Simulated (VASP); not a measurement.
# Si62B (a cell with a defect) in VASP: single point with PBE

Aim: the single point of Si62B (a cell with a defect) with PBE.

Program: VASP 6.6.1. These are calculated values, not measurements. Logs are shortened: lines on timing, memory, paths and dates and some standing lists are left out, and cuts for length are marked.

## (1) The cell of the first run

The cell holds a defect, 63 atoms: a = 10.860 Å, b = 10.860 Å, c = 10.860 Å, α = 90.00°, β = 90.00°, γ = 90.00°.

## (2) Single point, PBE, collinear spin

The input, INCAR:

```
ALGO     = Normal         # electronic algorithm
EDIFF    = 1E-6           # SCF threshold, eV
ENCUT    = 520            # plane-wave cutoff, eV
GGA      = PE             # functional
ISIF     = 2              # what is computed and relaxed
ISMEAR   = 0              # smearing method
ISPIN    = 2              # spin polarisation
LASPH    = T              # aspherical terms in the spheres
LCHARG   = T              # write CHGCAR
LELF     = T              # ELF
LORBIT   = 11             # projections on sites
LREAL    = Auto         
LVHAR    = T            
LWAVE    = F              # write WAVECAR
MAGMOM   = 0 0 0 0 0 0 0 0 0 0 0 0 0 0 0 0 0 0 0 0 0 0 0 0 0 0 0 0 0 0 0 0 0 0 0 0 0 0 0 0 0 0 0 0 0 0 0 0 0 0 0 0 0 0 0 0 0 0 0 0 0 0 0.06 # initial moments
NBANDS   = 166            # bands
NELECT   = 249.0        
NELM     = 150            # most SCF steps
PREC     = Accurate       # precision mode
SIGMA    = 0.02           # smearing width, eV
```

The input, KPOINTS:

```
k-points
0
Gamma
  1 1 1
```

The input, POSCAR:

```
Si62B
1.0
   10.8600000000      0.0000000000      0.0000000000
    0.0000000000     10.8600000000      0.0000000000
    0.0000000000      0.0000000000     10.8600000000
Si B
62 1
Direct
    0.4999132597     -0.0189191529      0.0133316759
    0.6249852670      0.1201212707      0.1252483425
    0.7501944751      0.2484918969      0.0017560773
    0.8696506446      0.3816058932      0.1254392265
    0.7478558011     -0.0053070902      0.2525851750
    0.8748160221      0.1238782689      0.3767607735
    0.0011061694      0.0003994475      0.0001117864
    0.1277613260      0.1214739411      0.1263172192
    0.2504442910      0.2473312155      0.0008151013
    0.3751904236      0.3746197974      0.1233973297
    0.4966382136      0.5037157459      0.0000627072
    0.6016385820      0.6493115101      0.1272160221
    0.7476612339      0.7522546961     -0.0004028545
    0.8751163904      0.8749760589      0.1232406998
    0.2677492634     -0.0178139963      0.2332709024
    0.3733607735      0.1199284530      0.3672727440
    0.5003208103      0.2488191529      0.2494677716
    0.6242296501      0.3779365562      0.3701733886
    0.7354835175      0.5144045120      0.2431390424
    0.8711477901      0.6261458564      0.3701011971
    0.4967509208     -0.0028329650      0.4963027624
    0.6250247698      0.1253651013      0.6207654696
    0.7487070902      0.2523242173      0.4971393186
    0.8745696133      0.3747363720      0.6237006446
    0.7513282689      0.0020958564      0.7463489871
    0.8758910681      0.1253506446      0.8734439227
    0.0039726519      0.5008985267      0.0026985267
    0.1318927256      0.6275332413      0.1257313076
    0.2703697974      0.7540523020      0.0142283610
   -0.0024932781      0.2515102210      0.2489990792
    0.1243470534      0.3745589319      0.3772112339
    0.2540208103      0.5006908840      0.2525504604
    0.3771729282      0.6228398711      0.3810488029
    0.6193223757      0.8675279006      0.3726248619
    0.0042604972     -0.0010484346      0.4981729282
    0.1269938306      0.1224692449      0.6270675875
    0.2500373849      0.2455581952      0.4984328729
    0.3732722836      0.3698208103      0.6264347145
    0.5018444751      0.4976424494      0.5032258748
    0.6270383978      0.6231112339      0.6263149171
    0.7479697053      0.7490267956      0.4992961326
    0.8779030387      0.8753903315      0.6235444751
    0.2517154696     -0.0017322284      0.7555872928
    0.3784197053      0.1159458564      0.8844825967
    0.4991630755      0.2448922652      0.7547896869
    0.6259755985      0.3747909761      0.8772942910
    0.7515396869      0.4986594843      0.7526737569
    0.8763665746      0.6229907919      0.8774314917
    0.0008938306      0.7499008287      0.2496559853
    0.1305851750      0.8755295580      0.3677306630
   -0.0038242173      0.5013312155      0.4974030387
    0.1228563536      0.6235751381      0.6228611418
    0.2510037753      0.7519740331      0.4992601289
    0.3747260589      0.8752242173      0.6258961326
    0.0004883978      0.2500874770      0.7491366483
    0.1256520258      0.3733556169      0.8749215470
    0.2480115101      0.4989135359      0.7484652855
    0.3733016575      0.6253057090      0.8719086556
    0.5011062615      0.7493880295      0.7497715470
    0.6271071823      0.8763124309      0.8709373849
    0.0032749540      0.7512346225      0.7542848066
    0.1327507366      0.8724117864      0.8840968692
    0.3842916206      0.8690344383      0.1075821363
```

Potentials or basis: VASP PAW PBE potentials, release 64 (Si, B).

On the command line:

```bash
> cat potpaw_PBE.64/Si/POTCAR potpaw_PBE.64/B/POTCAR > POTCAR
> mpirun -np 1 vasp_gam > vasp.out
```

OUTCAR:

```text
EDIFF = 1E-6
   ENCUT = 520
   GGA = PE
   ISIF = 2
   ISMEAR = 0
   ISPIN = 2
   LASPH = T
   LORBIT = 11
   LREAL = Auto
   NELECT = 249.0
   NELM = 150
   PREC = Accurate

 ion  position               nearest neighbor table
   1  0.500  0.981  0.013-  63 2.03  60 2.37   2 2.37  44 2.42
   2  0.625  0.120  0.125-   5 2.36   3 2.36   1 2.37  17 2.37
   3  0.750  0.248  0.002-  46 2.35   4 2.36   2 2.36  26 2.37
   4  0.870  0.382  0.125-   3 2.36  27 2.36  30 2.39  19 2.42
   5  0.748  0.995  0.253-   2 2.36  34 2.36  14 2.36   6 2.38
   6  0.875  0.124  0.377-  23 2.35  35 2.36  30 2.37   5 2.38
   7  0.001  0.000  0.000-   8 2.35  14 2.35  62 2.36  26 2.36
   8  0.128  0.121  0.126-   7 2.35   9 2.35  30 2.40  15 2.44
   9  0.250  0.247  0.001-   8 2.35  10 2.35  44 2.36  56 2.36
  10  0.375  0.375  0.123-  11 2.35   9 2.35  32 2.36  17 2.36
  11  0.497  0.504  0.000-  58 2.34  10 2.35  12 2.39  46 2.39
  12  0.602  0.649  0.127-  13 2.38  11 2.39  19 2.42
  13  0.748  0.752  1.000-  60 2.34  14 2.34  48 2.38  12 2.38
  14  0.875  0.875  0.123-  13 2.34   7 2.35   5 2.36  49 2.37
  15  0.268  0.982  0.233-  63 2.23  16 2.38  50 2.39   8 2.44
  16  0.373  0.120  0.367-  17 2.34  21 2.35  15 2.38  37 2.38
  17  0.500  0.249  0.249-  18 2.34  16 2.34  10 2.36   2 2.37
[... 43 lines left out ...]
  61  0.003  0.751  0.754-  48 2.37  52 2.38  42 2.38  62 2.39
  62  0.133  0.872  0.884-  43 2.34   7 2.36  61 2.39  29 2.43
  63  0.384  0.869  0.108-   1 2.03  29 2.03  15 2.23

  LATTYP: Found a simple cubic cell.
 ALAT       =    10.8600000000

  Lattice vectors:

 A1 = (  10.8600000000,   0.0000000000,   0.0000000000)
 A2 = (   0.0000000000,  10.8600000000,   0.0000000000)
 A3 = (   0.0000000000,   0.0000000000,  10.8600000000)

Analysis of symmetry for initial positions (statically):
=====================================================================
 Subroutine PRICEL returns:
 Original cell was already a primitive cell.

 Routine SETGRP: Setting up the symmetry group for a
 simple cubic supercell.

 Subroutine GETGRP returns: Found  1 space group operations
 (whereof  1 operations were pure point group operations)
 out of a pool of 48 trial point group operations.

The static configuration has the point symmetry C_1 .

Analysis of symmetry for dynamics (positions and initial velocities):
=====================================================================
 Subroutine PRICEL returns:
 Original cell was already a primitive cell.

 Routine SETGRP: Setting up the symmetry group for a
 simple cubic supercell.

 Subroutine GETGRP returns: Found  1 space group operations
 (whereof  1 operations were pure point group operations)
[... 259 lines left out ...]
  free energy    TOTEN  =      -344.17361025 eV

  energy without entropy =     -344.17347713  energy(sigma->0) =     -344.17354369

 E-fermi :   5.4003     XC(G=0):  -9.2848

 val. band max:        5.3580957777   @ k =   0.0000   0.0000   0.0000
 cond. band min:       5.4424446411   @ k =   0.0000   0.0000   0.0000
 fundamental gap:      0.0843488634
 Fermi energy:         5.4002921213

 spin component 1

 k-point     1 :       0.0000    0.0000    0.0000
  band No.  band energies     occupation
      1      -6.2494      1.00000
      2      -5.2258      1.00000
      3      -5.2105      1.00000
      4      -5.1894      1.00000
      5      -5.1832      1.00000
      6      -5.1689      1.00000
[... 128 lines left out ...]
    135       6.8211      0.00000
    136       6.8361      0.00000
 Fermi energy:         5.4002921213

 spin component 2

 k-point     1 :       0.0000    0.0000    0.0000
  band No.  band energies     occupation
      1      -6.2341      1.00000
      2      -5.2095      1.00000
      3      -5.1944      1.00000
      4      -5.1722      1.00000
      5      -5.1681      1.00000
      6      -5.1543      1.00000
[... 128 lines left out ...]
    135       6.8281      0.00000
    136       6.8479      0.00000
 [bands above 136 left out]

------------------------ aborting loop because EDIFF is reached ----------------------------------------

  FORCE on cell =-STRESS in cart. coord.  units (eV):
  Direction    XX          YY          ZZ          XY          YZ          ZX
  --------------------------------------------------------------------------------------
  -------------------------------------------------------------------------------------
  Total      -13.9886309    -13.8535172     -9.8281581      3.7495465     -2.9053812      2.0749599
  in kB      -17.4983185    -17.3293054    -12.2940010      4.6902917     -3.6343289      2.5955584
  external PRESSURE =     -15.7072083 kB  Pullay stress =       0.0000000 kB

 VOLUME and BASIS-vectors are now :
 -----------------------------------------------------------------------------
  energy-cutoff  :      520.00
  volume of cell :     1280.82
      direct lattice vectors                 reciprocal lattice vectors
    10.860000000  0.000000000  0.000000000     0.092081031  0.000000000  0.000000000
     0.000000000 10.860000000  0.000000000     0.000000000  0.092081031  0.000000000
     0.000000000  0.000000000 10.860000000     0.000000000  0.000000000  0.092081031

 POSITION                                       TOTAL-FORCE (eV/Angst)
 -----------------------------------------------------------------------------------
      5.42906     10.65454      0.14478        -0.043218      0.081946     -0.072326
      6.78734      1.30452      1.36020        -0.030905     -0.004605     -0.015356
      8.14711      2.69862      0.01907        -0.003972     -0.012663      0.012091
      9.44441      4.14424      1.36227         0.073668     -0.085230     -0.012313
      8.12171     10.80237      2.74308         0.030200      0.032840     -0.009712
      9.50050      1.34532      4.09162         0.022464      0.000363      0.009195
[... 55 lines left out ...]
      1.44167      9.47439      9.60129        -0.051963      0.001328     -0.069082
      4.17341      9.43771      1.16834        -1.219202      1.136202      0.196592
 -----------------------------------------------------------------------------------
    total drift:                               -0.002607      0.000924     -0.009033

  FREE ENERGIE OF THE ION-ELECTRON SYSTEM (eV)
  ---------------------------------------------------
  free  energy   TOTEN  =      -344.1736102453 eV

  energy  without entropy=     -344.1734771286  energy(sigma->0) =     -344.17354369

 total charge

# of ion       s       p       d       tot
------------------------------------------
    1        0.738   0.929   0.000   1.667
    2        0.741   0.939   0.000   1.680
    3        0.739   0.941   0.000   1.680
    4        0.743   0.915   0.000   1.658
    5        0.745   0.928   0.000   1.673
    6        0.746   0.926   0.000   1.672
[... 55 lines left out ...]
   62        0.746   0.921   0.000   1.667
   63        0.687   0.977   0.000   1.665
--------------------------------------------------
tot         46.808  58.684   0.000 105.492

 magnetization (x)

# of ion       s       p       d       tot
------------------------------------------
    1        0.000   0.007   0.000   0.007
    2        0.001   0.013   0.000   0.014
    3        0.000   0.006   0.000   0.006
    4       -0.000  -0.001   0.000  -0.001
    5        0.000   0.009   0.000   0.009
    6        0.000   0.006   0.000   0.006
[... 55 lines left out ...]
   62        0.000   0.001   0.000   0.001
   63        0.008   0.039   0.000   0.047
--------------------------------------------------
tot          0.026   0.416   0.000   0.442
```

Wall time 23 min (1 thread of Intel Xeon 8259CL, shared host); peak memory 1.5 GiB.

Results:

```yaml
Free_energy: -344.1736 eV
Largest_force: 1.678 eV/Å
Net_moment: 1.00 μB per cell
Site_moments: Si +0.01, -0.00, +0.02, +0.00 (each value once); B +0.05 μB
Valence_electrons_inside_the_program's_atomic_spheres: Si 1.67, 1.68, 1.66, 1.69, 1.59, 1.62, 1.63 (each value once); B 1.67
```

Forces on the atoms (eV/Å):
```
Si  -0.043  0.082 -0.072
Si  -0.031 -0.005 -0.015
Si  -0.004 -0.013  0.012
Si   0.074 -0.085 -0.012
Si   0.030  0.033 -0.010
Si   0.022  0.000  0.009
Si   0.015  0.005  0.003
Si   0.082 -0.070 -0.004
Si  -0.013  0.003 -0.001
Si   0.003 -0.015 -0.004
Si  -0.013  0.021  0.050
Si   0.368 -0.373  0.178
Si  -0.031  0.024  0.051
Si   0.020 -0.003 -0.005
Si   0.286 -0.257 -0.217
Si  -0.012 -0.046 -0.047
Si   0.001 -0.008  0.023
Si   0.026 -0.040  0.017
Si   0.148 -0.146  0.028
Si   0.056 -0.030  0.014
Si  -0.011  0.011  0.002
Si   0.029 -0.015  0.023
Si   0.006 -0.018  0.021
Si   0.001 -0.001  0.006
Si  -0.009 -0.041  0.038
Si   0.001 -0.006  0.007
Si  -0.012 -0.006  0.005
Si  -0.024 -0.001 -0.016
Si  -0.111 -0.035 -0.113
Si   0.069 -0.068 -0.027
Si   0.005 -0.024  0.007
Si  -0.026 -0.023 -0.004
Si  -0.020 -0.053 -0.001
Si   0.144  0.044  0.081
Si   0.042 -0.026 -0.028
Si  -0.002  0.003 -0.014
Si   0.032 -0.039 -0.026
Si  -0.014  0.007 -0.030
Si   0.030 -0.013 -0.013
Si   0.001 -0.004 -0.003
Si   0.067 -0.048  0.031
Si   0.020  0.025  0.002
Si  -0.001  0.001 -0.015
Si  -0.011  0.066 -0.073
Si   0.003  0.041 -0.026
Si   0.009  0.009  0.016
Si  -0.004  0.001  0.017
Si  -0.022  0.002  0.013
Si   0.018  0.001  0.018
Si   0.057  0.026 -0.062
Si   0.026 -0.011  0.023
Si   0.025 -0.017  0.006
Si  -0.006  0.013 -0.020
Si   0.009 -0.015 -0.019
Si   0.000 -0.005  0.005
Si  -0.004  0.008 -0.005
Si   0.036  0.002  0.015
Si   0.021  0.022  0.020
Si   0.001 -0.005 -0.012
Si  -0.062 -0.015  0.044
Si  -0.024 -0.010 -0.015
Si  -0.052  0.001 -0.069
B   -1.219  1.136  0.197
```

Levels at points of the mesh, in eV from the Fermi level:
Spin up:
```
           k point  band 123  band 124  band 125  band 126  band 127  band 128
(0.00, 0.00, 0.00)     -0.09     -0.08     -0.04      0.69      0.73      0.96
```
Spin down:
```
           k point  band 120  band 121  band 122  band 123  band 124  band 125  band 126  band 127  band 128  band 129
(0.00, 0.00, 0.00)     -0.90     -0.86     -0.82     -0.08     -0.06      0.04      0.72      0.74      1.01      1.02
```

Caveat: the k points lie up to 0.58 Å⁻¹ apart; the cell carries a net charge on a neutralising background, which shifts energy and pressure; the cell is charged against a uniform background, so pressure and absolute levels hang on convention.
